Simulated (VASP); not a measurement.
Set up this calculation in VASP 6.6.1, as the native input.

```yaml
Task: single point
Functional: PBEsol
Potentials_or_basis: VASP PAW PBE potentials, release 64 (Bi_d)
Cutoff: 520 eV
k_mesh: 6 × 6 × 6
Occupations: gaussian, width 0.1 eV
Spin: no spin polarisation
Dipole_correction: no
Further_INCAR_settings: ALGO = Normal; EDIFF = 1e-07; NBANDS = 14
```

The structure of Bi lies in POSCAR:

```
Bi
1.0
    3.5065618443      0.0000000000      0.0000000000
   -1.7532809221      3.0367716371      0.0000000000
    0.0000000000      0.0000000000      3.2764437233
Bi
1
Direct
    0.0000000000      0.0000000000      0.0000000000
```

These files were run (other wordings do the same):

INCAR

```
SYSTEM = Bi
ALGO = Normal
EDIFF = 1E-7
ENCUT = 520
GGA = PS
ISIF = 2
ISMEAR = 0
LASPH = .True.
LCHARG = .True.
LELF = .True.
LREAL = .False.
LVHAR = .True.
LWAVE = .False.
NBANDS = 14
NELM = 100
PREC = Accurate
SIGMA = 0.1
```

KPOINTS

```
k-points
0
Gamma
  6 6 6
  0 0 0
```

Potentials or basis: VASP PAW PBE potentials, release 64 (Bi_d).

The run is started by

```bash
$ cat potpaw_PBE.64/Bi_d/POTCAR > POTCAR
$ mpirun -np 1 vasp_std > vasp.out
```

Results of the run:

| Item | Value |
| --- | --- |
| Pressure | -4.2 GPa |

Caveat: the PAW data sets were made with another functional, which shifts forces and pressure a little.

Run time: 10 s on 1 thread of Intel(R) Xeon(R) Platinum 8375C CPU @ 2.90GHz (Ice Lake) (shared host), peak memory 0.15 GiB.
